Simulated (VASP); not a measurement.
Write the native input for VASP 6.6.1 that does the following.

```yaml
Task: single point
Functional: PBE
Potentials_or_basis: VASP PAW PBE potentials, release 64 (Cu)
Cutoff: 600 eV
k_mesh: 13 × 13 × 13
Occupations: gaussian, width 0.026 eV
Spin: no spin polarisation
Dipole_correction: no
Further_INCAR_settings: ALGO = Normal; EDIFF = 1e-06; NBANDS = 12
```

The structure of Cu lies in POSCAR:

```
Cu
1.0
    0.0000000000      1.8075000000      1.8075000000
    1.8075000000      0.0000000000      1.8075000000
    1.8075000000      1.8075000000      0.0000000000
Cu
1
Direct
    0.0000000000      0.0000000000      0.0000000000
```

The input as run:

INCAR

```
SYSTEM = Cu
ALGO     = Normal         ! electronic algorithm
EDIFF    = 1E-6           ! SCF threshold, eV
ENCUT    = 600            ! plane-wave cutoff, eV
GGA      = PE             ! functional
GGA_COMPAT= .False.      
ISIF     = 2              ! what is computed and relaxed
ISMEAR   = 0              ! smearing method
LASPH    = .True.         ! aspherical terms in the spheres
LCHARG   = .False.        ! write CHGCAR
LREAL    = .False.        ! projectors in reciprocal space
LWAVE    = .False.        ! write WAVECAR
NBANDS   = 12             ! bands
NELM     = 120            ! most SCF steps
PREC     = Accurate       ! precision mode
SIGMA    = 0.026000000000000002 ! smearing width, eV
```

KPOINTS

```
k-points
0
Gamma
  13 13 13
  0 0 0
```

Potentials or basis: VASP PAW PBE potentials, release 64 (Cu).

Command:

```console
$ cat potpaw_PBE.64/Cu/POTCAR > POTCAR
$ mpirun -np 1 vasp_std > vasp.out
```

It gave:

- Pressure: 2.3 GPa

It took 5.2 s on 1 thread of Intel(R) Xeon(R) 6975P-C (Granite Rapids), on a shared host, peak memory 0.13 GiB.
